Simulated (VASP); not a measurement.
Crystal: Fe.

```xyz
4
Lattice="3.2210 0.0000 0.0000 -1.6105 2.7894 0.0000 0.0000 0.0000 5.3146" Properties=species:S:1:pos:R:3 pbc="T T T"
Fe    0.0000    1.8596    2.3251
Fe    1.6105    0.9298    4.9824
Fe    1.6105    0.9298    2.9895
Fe    0.0000    1.8596    0.3322
```

- Program: VASP 6.6.1
- Task: relaxation of cell and atoms
- Functional: r2SCAN
- Potentials or basis: VASP PAW PBE potentials, release 64 (Fe)
- Cutoff: 600 eV
- k mesh: 6 × 6 × 4
- Occupations: gaussian, width 0.1 eV
- Spin: no spin polarisation

At the start: pressure 33.8 GPa; volume 11.94 Å³/atom.

Problem. Where does the relaxation end?

Solution. Over 7 steps the energy falls by 174.2 meV/atom and the volume is 13.79 Å³/atom (+15.5 %); space group P6_3/mmc (No. 194, to 0.05 Å).

The path:
| step | energy change (eV) | largest force (eV/Å) | pressure (GPa) | volume (Å³) |
| --- | --- | --- | --- | --- |
| 1 | 0.0000 | 0.1342 | 33.82 | 47.75 |
| 2 | 0.2937 | 0.0890 | -21.90 | 67.37 |
| 3 | -0.6953 | 0.0922 | -1.09 | 55.60 |
| 4 | -0.6964 | 0.0926 | -0.22 | 55.31 |
| 5 | -0.6963 | 0.0928 | 0.35 | 55.15 |
| 6 | -0.6968 | 0.0330 | 0.33 | 55.15 |
| 7 | -0.6969 | 0.0061 | 0.31 | 55.15 |

Final structure:
```
CELL_PARAMETERS angstrom
3.37772 0.00000 0.00000
-1.68886 2.92519 0.00000
0.00000 0.00000 5.58134
ATOMIC_POSITIONS crystal
Fe 0.33333 0.66667 0.43855
Fe 0.66667 0.33333 0.93855
Fe 0.66667 0.33333 0.56145
Fe 0.33333 0.66667 0.06145
```

Caveat: the k points lie up to 0.36 Å⁻¹ apart in the final cell; the volume moved by over 15 % at a fixed basis, so the end points are rough; the PAW data sets were made with another functional, which shifts forces and pressure a little; the run has no spin polarisation, though such a crystal can be magnetic.
